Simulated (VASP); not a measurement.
# Si (P-1) in VASP: relaxation of cell and atoms with PBE0

Aim: the relaxation of cell and atoms of Si with PBE0.

Everything below comes from runs of VASP 6.6.1. Logs are shortened: lines on timing, memory, paths and dates and some standing lists are left out, and cuts for length are marked.

## (1) The cell of the first run

The typed cell holds 1 atom: a = 2.622 Å, b = 2.745 Å, c = 2.618 Å, α = 102.53°, β = 99.83°, γ = 125.45°.

## (2) Relaxation of cell and atoms, PBE0

File POSCAR:

```
Si
1.0
   -1.6322467100      1.6887678500      1.1666669100
    1.7308028500     -1.6932995100      1.2936920400
    1.6246017100      1.6856545100     -1.1722508300
Si
1
Direct
    0.0000000000      0.0000000000      0.0000000000
```

File INCAR.step1:

```
SYSTEM = Si
PREC = Accurate
ENCUT = 600
EDIFF = 1E-5
ISMEAR = -1
SIGMA = 0.05
LREAL = .FALSE.
LASPH = .TRUE.
NELM = 60
ALGO = Normal
LWAVE = .TRUE.
LCHARG = .FALSE.
GGA = PE
NBANDS = 8
```

File INCAR.step2:

```
SYSTEM = Si
PREC = Accurate
ENCUT = 600
EDIFF = 1E-6
ISMEAR = -1
SIGMA = 0.05
LREAL = .FALSE.
LASPH = .TRUE.
NELM = 60
ALGO = Normal
ISIF = 3
LWAVE = .FALSE.
LCHARG = .FALSE.
GGA = PE
LHFCALC = .TRUE.
AEXX = 0.25
PRECFOCK = Normal
IBRION = 2
NSW = 60
EDIFFG = -0.01
ISTART = 1
```

File KPOINTS:

```
Automatic mesh
0
G
  7 7 6
  0 0 0
```

Potentials or basis: VASP PAW PBE potentials, release 64 (Si).

The run is started by

```bash
> cat potpaw_PBE.64/Si/POTCAR > POTCAR
> cp INCAR.step1 INCAR
> mpirun -np 1 vasp_std > vasp.out
> cp INCAR.step2 INCAR
> mpirun -np 1 vasp_std > vasp.out
```

OUTCAR:

```text
SYSTEM = Si
   PREC = Accurate
   ENCUT = 600
   EDIFF = 1E-6
   ISMEAR = -1
   LREAL = .FALSE.
   LASPH = .TRUE.
   NELM = 60
   ISIF = 3
   GGA = PE
   LHFCALC = .TRUE.
   AEXX = 0.25
   PRECFOCK = Normal
   IBRION = 2
   NSW = 60
   EDIFFG = -0.01
   ISTART = 1

 ion  position               nearest neighbor table
   1  0.000  0.000  0.000-

  LATTYP: Found a triclinic cell.
 ALAT       =     4.5080021996
 B/A-ratio  =     0.5462145275
 C/A-ratio  =     0.7485434769
 COS(alpha) =     0.0035845061
 COS(beta)  =     0.3789219790
 COS(gamma) =     0.8490195419

  Lattice vectors:

 A1 = (   1.8293589900,  -1.6978311700,   3.7540509900)
 A2 = (   0.0985561400,  -0.0045316600,   2.4603589500)
 A3 = (   0.0076450000,  -3.3744223600,   0.0055839200)

Analysis of symmetry for initial positions (statically):
=====================================================================
 Subroutine PRICEL returns:
 Original cell was already a primitive cell.

 Routine SETGRP: Setting up the symmetry group for a
 triclinic supercell.

 Subroutine GETGRP returns: Found  2 space group operations
 (whereof  2 operations were pure point group operations)
 out of a pool of  2 trial point group operations.

The static configuration has the point symmetry S_2 .

Analysis of symmetry for dynamics (positions and initial velocities):
=====================================================================
 Subroutine PRICEL returns:
 Original cell was already a primitive cell.

 Routine SETGRP: Setting up the symmetry group for a
 triclinic supercell.

 Subroutine GETGRP returns: Found  2 space group operations
 (whereof  2 operations were pure point group operations)
 out of a pool of  2 trial point group operations.

The dynamic configuration has the point symmetry S_2 .

 Subroutine INISYM returns: Found  2 space group operations
 (whereof  2 operations are pure point group operations),
 and found     1 'primitive' translations

----------------------------------------------------------------------------------------

                                     Primitive cell

  volume of cell :      13.9085

  direct lattice vectors                    reciprocal lattice vectors
    -1.632246710  1.688767850  1.166666910    -0.014073878  0.296989545  0.407555541
     1.730802850 -1.693299510  1.293692040     0.283730534  0.001296585  0.395081575
     1.624601710  1.685654510 -1.172250830     0.299117217  0.297005767 -0.011434880

  length of vectors
     2.622456454  2.745283379  2.618192860     0.504482292  0.486409445  0.421680319

  position of ions in fractional coordinates (direct lattice)
     0.000000000  0.000000000  0.000000000

  ion indices of the primitive-cell ions
   primitive index   ion index
                 1           1

----------------------------------------------------------------------------------------

 KPOINTS: Automatic mesh

Automatic generation of k-mesh.
 Grid dimensions read from file:
 generate k-points for:    7    7    6

 Generating k-lattice:

  Cartesian coordinates                     Fractional coordinates (reciprocal lattice)
    -0.002010554  0.042427078  0.058222220     0.142857143  0.000000000 -0.000000000
     0.040532933  0.000185226  0.056440225     0.000000000  0.142857143  0.000000000
     0.049852870  0.049500961 -0.001905813     0.000000000 -0.000000000  0.166666667

  Length of vectors
     0.072068899  0.069487064  0.070280053

  Shift w.r.t. Gamma in fractional coordinates (k-lattice)
     0.000000000  0.000000000  0.000000000

 Subroutine IBZKPT returns following result:
 ===========================================

 Found    148 irreducible k-points:

 Following reciprocal coordinates:
            Coordinates               Weight
  0.000000  0.000000  0.000000      1.000000
  0.142857  0.000000 -0.000000      2.000000
  0.285714  0.000000 -0.000000      2.000000
  0.428571 -0.000000 -0.000000      2.000000
  0.000000  0.142857  0.000000      2.000000
  0.142857  0.142857 -0.000000      2.000000
[... 16 lines left out ...]
 -0.428571  0.428571  0.000000      2.000000
 -0.285714  0.428571  0.000000      2.000000
 [... further k-points ...]
   k-points           NKPTS =    148   k-points in BZ     NKDIM =    294   number of bands    NBANDS=      6
   number of dos      NEDOS =    301   number of ions     NIONS =      1
   total plane-waves  NPLWV =  13824
   dimension x,y,z NGX =    24 NGY =   24 NGZ =   24
   dimension x,y,z NGXF=    48 NGYF=   48 NGZF=   48
   ions per type =               1
   NGX,Y,Z   is equivalent  to a cutoff of  15.21, 14.53, 15.24 a.u.
   NGXF,Y,Z  is equivalent  to a cutoff of  30.43, 29.07, 30.48 a.u.
 SYSTEM =  Si
   PREC   = accura    normal or accurate (medium, high low for compatibility)
   ISTART =      1    job   : 0-new  1-cont  2-samecut
   ICHARG =      0    charge: 1-file 2-atom 10-const
   ISPIN  =      1    spin polarized calculation?
   LNONCOLLINEAR =      F non collinear calculations
   LSORBIT =      F    spin-orbit coupling
   LASPH  =      T    aspherical Exc in radial PAW
   ENCUT  =  600.0 eV  44.10 Ry    6.64 a.u.   5.24  5.48  5.23*2*pi/ulx,y,z
   NELM   =     60;   NELMIN=  2; NELMDL=  0     # of ELM steps
   EDIFF  = 0.1E-05   stopping-criterion for ELM
   LREAL  =      F    real-space projection
   EDIFFG = -.1E-01   stopping-criterion for IOM
   NSW    =     60    number of steps for IOM
   IBRION =      2    ionic relax: 0-MD 1-quasi-New 2-CG
   NFREE  =      1    steps in history (QN), initial steepest desc. (CG)
   ISIF   =      3    stress and relaxation
   ISYM   =      3    0-nonsym 1-usesym 2-fastsym
   POTIM  = 0.5000    time-step for ionic-motion
   TEBEG  =    0.0;   TEEND  =   0.0 temperature during run
   PSTRESS=    0.0 pullay stress
   NELECT =       4.0000    total number of electrons
   NUPDOWN=      -1.0000    fix difference up-down
   EMIN   =  10.00;   EMAX   =-10.00  energy-range for DOS
   EFERMI =   0.00;   METHOD = LEGACY
   ISMEAR =    -1;   SIGMA  =   0.05  broadening in eV -4-tet -1-fermi 0-gaus
   EFERMI_NEDOS =   21; number of points for ismear=-14 and -15
   IALGO  =     38    algorithm
   IMIX   =      1    mixing-type and parameters
     AMIX     =   0.40;   BMIX     =  1.00
     AMIX_MAG =   1.60;   BMIX_MAG =  1.00
  volume/ion in A,a.u.               =      13.91        93.86
  Fermi-wavevector in a.u.,A,eV,Ry     =   1.080609  2.042054 15.887725  1.167715
  Thomas-Fermi vector in A             =   2.216604
   LORBIT       =      0    0 simple, 1 ext, 2 COOP (PROOUT), +10 PAW based schemes
   GGA     = PE    functional components
   LHFCALC =     T    Hartree Fock is set to
   PRECFOCK=normal    Normal, Fast or Accurate (Low or Medium for compatibility)
   ENCUT4O =  -1.0   cutoff for four orbital integrals eV
   NKREDX  =     1    reduce k-point grid by
   NKREDY  =     1    reduce k-point grid by
   NKREDZ  =     1    reduce k-point grid by
   AEXX    =    0.2500 exact exchange contribution
   HFSCREEN=    0.0000 screening length (either q_TF or 0.3 A-1)
   HFSCREENC=   0.0000 screening length for correlation (either q_TF or 0.3 A-1)
   ENCUTFOCK=  -1.0 apply spherical cutoff to Coloumb kernel
   IVDW    =     0    specifies the selected vdW correction
   LEPSILON=     F    determine dielectric tensor
   LRPA    =     F    only Hartree local field effects (RPA)
 conjugate gradient relaxation of ions
 non-spin polarized calculation
  energy-cutoff  :      600.00
  volume of cell :       13.91
 maximum number of plane-waves:       475
 NGX is ok and might be reduce to    24
  NGX = 16; NGY = 18; NGZ = 16

--------------------------------------- Ionic step        1  -------------------------------------------

 number of electron       4.0000000 magnetization

 Free energy of the ion-electron system (eV)
  ---------------------------------------------------
  ext. energy  EPLUGINS =         0.00000000
  ---------------------------------------------------
  free energy    TOTEN  =        -6.13160327 eV

  energy without entropy =       -6.13111129  energy(sigma->0) =       -6.13135728

------------------------ aborting loop because EDIFF is reached ----------------------------------------

  FORCE on cell =-STRESS in cart. coord.  units (eV):
  Direction    XX          YY          ZZ          XY          YZ          ZX
  --------------------------------------------------------------------------------------
  -------------------------------------------------------------------------------------
  Total        0.0583296     -0.3458436      0.9987132      0.0948102      0.4569741      0.6186754
  in kB        6.7192479    -39.8392396    115.0461537     10.9216001     52.6408466     71.2679322
  external PRESSURE =      27.3087207 kB  Pullay stress =       0.0000000 kB
[... 86 lines left out ...]
  FREE ENERGIE OF THE ION-ELECTRON SYSTEM (eV)
  ---------------------------------------------------
  free  energy   TOTEN  =        -6.1879983714 eV

  energy  without entropy=       -6.1873954485  energy(sigma->0) =       -6.18769691

[... ionic steps 4 to 8 ...]

--------------------------------------- Ionic step        9  -------------------------------------------

 number of electron       4.0000000 magnetization

------------------------ aborting loop because EDIFF is reached ----------------------------------------
[... 65 lines left out ...]
--------------------------------------- Ionic step       11  -------------------------------------------

 number of electron       4.0000000 magnetization

 Free energy of the ion-electron system (eV)
  ---------------------------------------------------
  ext. energy  EPLUGINS =         0.00000000
  ---------------------------------------------------
  free energy    TOTEN  =        -6.19379415 eV

  energy without entropy =       -6.19330374  energy(sigma->0) =       -6.19354895

 E-fermi :  10.4691     XC(G=0):  -8.8307

 val. band max:       10.4684945343   @ k =  -0.4286   0.1429   0.3333
 cond. band min:      10.9203816254   @ k =  -0.4286  -0.4286   0.3333
 fundamental gap:      0.4518870911
 Fermi energy:        10.4690710181

 k-point     1 :       0.0000    0.0000    0.0000
  band No.  band energies     occupation
      1      -6.6223      2.00000
      2      20.3617      0.00000
      3      20.5565      0.00000
      4      21.4782      0.00000
      5      23.1845      0.00000
      6      24.8362      0.00000
[... 199 lines left out ...]
 k-point    24 :      -0.2857    0.4286    0.0000
  band No.  band energies     occupation
      1      -2.6931      2.00000
      2       6.2603      2.00000
      3      14.7327      0.00000
      4      22.2524      0.00000
      5      24.1991      0.00000
      6      28.3799      0.00000

 [... further k-points ...]
[... 5 lines left out ...]
  --------------------------------------------------------------------------------------
  -------------------------------------------------------------------------------------
  Total        0.0011651      0.0028655      0.0090337      0.0025239      0.0019070      0.0019512
  in kB        0.1307374      0.3215340      1.0136614      0.2832053      0.2139840      0.2189471
  external PRESSURE =       0.4886443 kB  Pullay stress =       0.0000000 kB
[... 16 lines left out ...]
  FREE ENERGIE OF THE ION-ELECTRON SYSTEM (eV)
  ---------------------------------------------------
  free  energy   TOTEN  =        -6.1937941490 eV

  energy  without entropy=       -6.1933037417  energy(sigma->0) =       -6.19354895

 reached required accuracy - stopping structural energy minimisation
```

Run time: 2 h. Hardware: 1 thread of Oxide Virtual Turin-like, shared host; peak memory 0.12 GiB.

Results:

```yaml
Free_energy: -6.1938 eV
Relaxed_volume: 14.28 Å³/atom
Relaxed_cell: a = 2.612 Å, b = 2.801 Å, c = 2.536 Å, α = 102.03°, β = 99.66°, γ = 123.07°
Space_group_after_relaxing_to_0.1_Å: C2/m (No. 12)
Energy_gained_by_relaxing: 62.2 meV/atom
Ionic_steps: 11
Pressure_after_relaxing: 0.0 GPa
Band_gap_on_the_k_mesh: zero (bands 2 and 3 overlap by 13.95 eV)
```

Stress tensor (GPa, compression positive):
```
0.01 0.03 0.02
0.03 0.03 0.02
0.02 0.02 0.10
```

Step by step:
```tsv
step	energy change (eV)	largest force (eV/Å)	pressure (GPa)	volume (Å³)
1	0.0000	0.0000	2.73	13.91
2	-0.0564	0.0000	-0.87	14.36
3	-0.0564	0.0000	-0.83	14.34
4	-0.0598	0.0000	0.65	14.20
5	-0.0601	0.0000	0.47	14.22
6	-0.0602	0.0000	0.19	14.25
7	-0.0617	0.0000	0.71	14.21
8	-0.0617	0.0000	0.66	14.21
9	-0.0621	0.0000	0.10	14.27
10	-0.0621	0.0000	0.16	14.26
11	-0.0622	0.0000	0.05	14.28
```

Final structure:
```
Si
1.0
    -1.59658    1.68981    1.19051
     1.78302   -1.65532    1.38756
     1.57154    1.63084   -1.14030
Si
1
Direct
  0.00000 0.00000 0.00000
```

Levels at points of the mesh, in eV from the Fermi level:
| k point | band 1 | band 2 | band 3 | band 4 | band 5 | band 6 |
| --- | --- | --- | --- | --- | --- | --- |
| (0.00, 0.00, 0.00) | -17.09 | 9.89 | 10.09 | 11.01 | 12.72 | 14.37 |
| (0.00, 0.00, 0.50) | -10.41 | -9.04 | 10.53 | 11.88 | 13.75 | 15.34 |

Caveat: the k points lie up to 0.45 Å⁻¹ apart in the final cell, too coarse for converged energies and pressures of a metal; the PAW data sets were made with another functional, which shifts forces and pressure a little.

The gap in the log of VASP goes by the Fermi energy; the results here count the filled bands.